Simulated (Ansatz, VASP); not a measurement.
# Two plane-wave programs on Al

File INCAR:

```
SYSTEM = Al
PREC     = Accurate       ! precision mode
ENCUT    = 520            ! plane-wave cutoff, eV
EDIFF    = 1E-6           ! SCF threshold, eV
ISMEAR   = 0              ! smearing method
SIGMA    = 0.15           ! smearing width, eV
LREAL    = .False.        ! projectors in reciprocal space
LASPH    = .True.         ! aspherical terms in the spheres
NELM     = 100            ! most SCF steps
ALGO     = Fast           ! electronic algorithm
ISIF     = 2              ! what is computed and relaxed
LWAVE    = .False.        ! write WAVECAR
LCHARG   = .True.         ! write CHGCAR
GGA      = PS             ! functional
LELF     = .True.         ! ELF
LVHAR    = .True.       
NBANDS   = 14             ! bands
```

The input KPOINTS:

```
Automatic mesh
0
Gamma
  16 16 5
  0 0 0
```

Contents of POSCAR:

```
Al
1.0
   -1.6063180831      1.6063180831     -1.6063180831
   -1.6063180831     -1.6063180831      1.6063180831
   -1.4456862748      5.3008496744      7.5496949908
Al
4
Direct
   -0.0875000000     -0.7000000000      0.8750000000
    0.4875000000      0.4000000000      0.1250000000
   -0.0375000000     -0.3000000000      0.3750000000
    0.4375000000      0.0000000000      0.6250000000
```

Input for Ansatz:

```yaml
crystal:
  lattice:
    - [-1.6063180831, 1.6063180831, -1.6063180831]
    - [-1.6063180831, -1.6063180831, 1.6063180831]
    - [-1.4456862748, 5.3008496744, 7.5496949908]
  atoms:
    - { symbol: Al, position: [-0.0875, -0.7, 0.875] }
    - { symbol: Al, position: [0.4875, 0.4, 0.125] }
    - { symbol: Al, position: [-0.0375, -0.3, 0.375] }
    - { symbol: Al, position: [0.4375, 0.0, 0.625] }
basis:
  ecutwfc: 420
kpoints:
  mp_grid: { grid: [16, 16, 5] }
hamiltonian:
  xc: pbesol
  pseudopotentials: { kind: paw, azcp: { folder: soft_1 } }
scf:
  occupations: { method: gaussian, width: 0.15 }
output:
  forces: true
  stress: true
  eigenvalues: true
  write_density: true
  write_potential: true
  elf: true
  volumetric_format: npy
```

Alike in both runs: task single point; functional PBEsol; k mesh 16 × 16 × 5; occupations gaussian, width 0.15 eV; no spin polarisation.

|  | VASP | Ansatz |
| --- | --- | --- |
| version | VASP 6.6.1 | Ansatz 0.2.0 |
| potentials or method | VASP PAW PBE potentials, release 64 (Al), cutoff 520 eV | scalar-relativistic, plane waves, PAW |
| valence electrons in the cell | 12 | 12 |

Ansatz gave:

* gap on the k mesh at the Fermi level (eV): none
* pressure (GPa): 0.1
* traceless stress, the component that is largest in VASP (GPa): -0.58
* rms of the force components (eV/Å): 0.042

Task: Which values does VASP return?

Result: gap on the k mesh at the Fermi level (eV): none; pressure (GPa): 0.2; traceless stress, the component that is largest in VASP (GPa): -0.58; rms of the force components (eV/Å): 0.042.

VASP's potentials were made for PBE, not for PBEsol, and Ansatz warns of the same on its side. Atom by atom the forces differ by 0.001 eV/Å (rms over components). A gap of «none» marks a metal or a gap that the smearing closes.
